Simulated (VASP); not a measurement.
## Ag2BrCl: single point with PBE

Crystal: Ag2BrCl.

```
CELL_PARAMETERS angstrom
2.00768 1.15914 6.51735
-2.00768 1.15914 6.51735
0.00000 -2.31827 6.51735
ATOMIC_POSITIONS crystal
Cl 0.00000 0.00000 0.00000
Br 0.50000 0.50000 0.50000
Ag 0.25361 0.25361 0.25361
Ag 0.74639 0.74639 0.74639
```

- Program: VASP 6.6.1
- Task: single point
- Functional: PBE
- Potentials or basis: VASP PAW PBE potentials, release 64 (Cl, Br, Ag)
- Cutoff: 520 eV
- k mesh: 8 × 8 × 8
- Occupations: gaussian, width 0.01 eV
- Spin: no spin polarisation

```json
{"Pressure": "1.3 GPa", "Largest force": "0.030 eV/Å", "Band gap on the k mesh": "0.74 eV"}
```

Forces in eV/Å, atoms in the order of the input:
```
Cl   0.000  0.000  0.000
Br   0.000  0.000  0.000
Ag   0.000  0.000 -0.030
Ag   0.000  0.000  0.030
```

Levels at points of the mesh, in eV from the valence-band top:
```csv
k point,band 15,band 16,band 17,band 18,band 19,band 20,band 21,band 22
"(0.00, 0.00, 0.00)",-2.10,-1.95,0.00,0.00,0.74,3.99,6.53,7.16
"(0.50, 0.00, 0.00)",-1.32,-1.22,-1.04,-0.86,3.47,3.85,6.20,6.62
"(0.50, 0.50, 0.00)",-2.09,-1.96,-0.04,-0.02,1.97,4.00,6.36,7.21
"(0.50, 0.50, 0.50)",-1.00,-1.00,-0.59,-0.59,2.84,2.88,7.34,7.62
```

Run time: 13 min on 1 thread of Oxide Virtual Turin-like Processor, on a shared host, peak memory 0.44 GiB.

A k mesh can miss the band edges.
